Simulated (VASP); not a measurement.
# BAs: single point with BLYP+D4

Crystal: BAs.

```
B As
1.0
     3.56290    0.00000    0.00000
     0.00000    2.46887    0.00000
     0.00000    0.00000    3.53957
B As
1 1
Direct
  0.00000 0.50000 0.00000
  0.50000 0.50000 0.50000
```

| Item | Value |
| --- | --- |
| Program | VASP 6.6.1 |
| Task | single point |
| Functional | BLYP |
| Dispersion | D4 |
| Potentials or basis | VASP PAW PBE potentials, release 64 (B, As) |
| Cutoff | 520 eV |
| k mesh | 12 × 8 × 6 |
| Occupations | fermi-dirac, width 0.05 eV |
| Spin | no spin polarisation |
| Dipole correction | no |
| Further INCAR settings | ALGO = Normal; EDIFF = 1e-07; NBANDS = 11 |

```yaml
Pressure: 0.3 GPa
Band_gap_on_the_k_mesh: zero (band 4 reaches 6.24 eV, above the bottom of band 5 at 2.85 eV)
Dispersion_energy_per_atom: -0.716 eV
```

Stress tensor (GPa, compression positive):
```
0.16 0.00 0.00
0.00 0.52 0.00
0.00 0.00 0.16
```

Levels at points of the mesh, in eV from the Fermi level:
| k point | band 2 | band 3 | band 4 | band 5 | band 6 | band 7 |
| --- | --- | --- | --- | --- | --- | --- |
| (0.00, 0.00, 0.00) | -4.26 | -3.03 | -2.92 | 4.73 | 5.70 | 5.75 |
| (0.50, 0.00, 0.00) | -8.86 | -0.65 | 0.48 | 1.01 | 1.68 | 7.40 |
| (0.00, 0.50, 0.00) | -6.52 | -0.05 | 0.03 | 0.04 | 0.63 | 8.08 |
| (0.50, 0.50, 0.00) | -5.35 | -4.89 | -2.21 | 2.76 | 2.79 | 4.32 |
| (0.00, 0.00, 0.50) | -8.84 | -0.71 | 0.41 | 0.94 | 1.57 | 7.41 |
| (0.50, 0.00, 0.50) | -6.49 | -6.02 | -5.99 | 7.63 | 7.66 | 7.69 |
| (0.00, 0.50, 0.50) | -5.33 | -4.87 | -2.19 | 2.70 | 2.74 | 4.25 |
| (0.50, 0.50, 0.50) | -4.78 | -2.70 | -2.67 | -2.34 | -1.35 | 4.69 |

It took 31 s on 1 thread of Intel(R) Xeon(R) Platinum 8488C (Sapphire Rapids), on a shared host, peak memory 0.17 GiB.

Caveat: the PAW data sets were made with another functional, which shifts forces and pressure a little; pairwise dispersion overbinds metals, which lowers pressure and volume.
